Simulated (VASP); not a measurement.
Write the native input for VASP 6.6.1 that does the following.

- Task: single point
- Functional: PBE
- Potentials or basis: VASP PAW PBE potentials, release 64 (Al, O)
- Cutoff: 520 eV
- k mesh: 5 × 5 × 1
- Occupations: gaussian, width 0.1 eV
- Spin: collinear spin, ferromagnetic start
- Starting moments: [0.0, 0.0, 0.0, 0.0, 0.0, 0.0, 0.0, 0.0, 0.0, 0.0, 0.0, 0.0, 2.0] μB
- Dipole correction: yes
- Further INCAR settings: ALGO = Normal; EDIFF = 1e-07; NBANDS = 37

The structure of Al12O lies in POSCAR:

```
Al12O
1.0
    5.7143028096      0.0000000000      0.0000000000
    0.0000000000      5.7143028096      0.0000000000
    0.0000000000      0.0000000000     21.1750228481
Al O
12 1
Direct
    0.2500000000      0.2500000000      0.1889018033
    0.2500000000      0.7500000000      0.1889018033
    0.7500000000      0.2500000000      0.1889018033
    0.7500000000      0.7500000000      0.1889018033
    0.0000000000      0.0000000000      0.2873686073
    0.0000000000      0.5000000000      0.2873686073
    0.5000000000      0.0000000000      0.2873686073
    0.5000000000      0.5000000000      0.2873686073
    0.2500000000      0.2500000000      0.3860691394
    0.2500000000      0.7500000000      0.3860691394
    0.7500000000      0.2500000000      0.3860691394
    0.7500000000      0.7500000000      0.3860691394
    0.2500000000      0.2500000000      0.5244397103
```

These files were run (other wordings do the same):

INCAR

```
  ALGO = Normal
  DIPOL = 0.5 0.5 0.306
  EDIFF = 1E-7
  ENCUT = 520
  GGA = PE
  IDIPOL = 3
  ISIF = 2
  ISMEAR = 0
  ISPIN = 2
  LASPH = T
  LCHARG = T
  LDIPOL = T
  LELF = T
  LORBIT = 11
  LREAL = F
  LVACPOTAV = T
  LVHAR = T
  LWAVE = F
  MAGMOM = 0 0 0 0 0 0 0 0 0 0 0 0 2
  NBANDS = 37
  NELM = 150
  PREC = Accurate
  SIGMA = 0.1
```

KPOINTS

```
k-points
0
Gamma
  5 5 1
```

Potentials or basis: VASP PAW PBE potentials, release 64 (Al, O).

Command:

```bash
$ cat potpaw_PBE.64/Al/POTCAR potpaw_PBE.64/O/POTCAR > POTCAR
$ mpirun -np 1 vasp_std > vasp.out
```

It gave:

- Largest force: 1.283 eV/Å
- Net moment: 1.52 μB per cell
- Site moments: Al +0.00, -0.00 (each value once); O +1.21 μB
- Valence electrons inside the program's atomic spheres: Al 0.76, 0.73 (each value once); O 4.62

Wall time 8.2 min on 1 thread of Intel(R) Xeon(R) 6975P-C (Granite Rapids), on a shared host, peak memory 0.93 GiB.
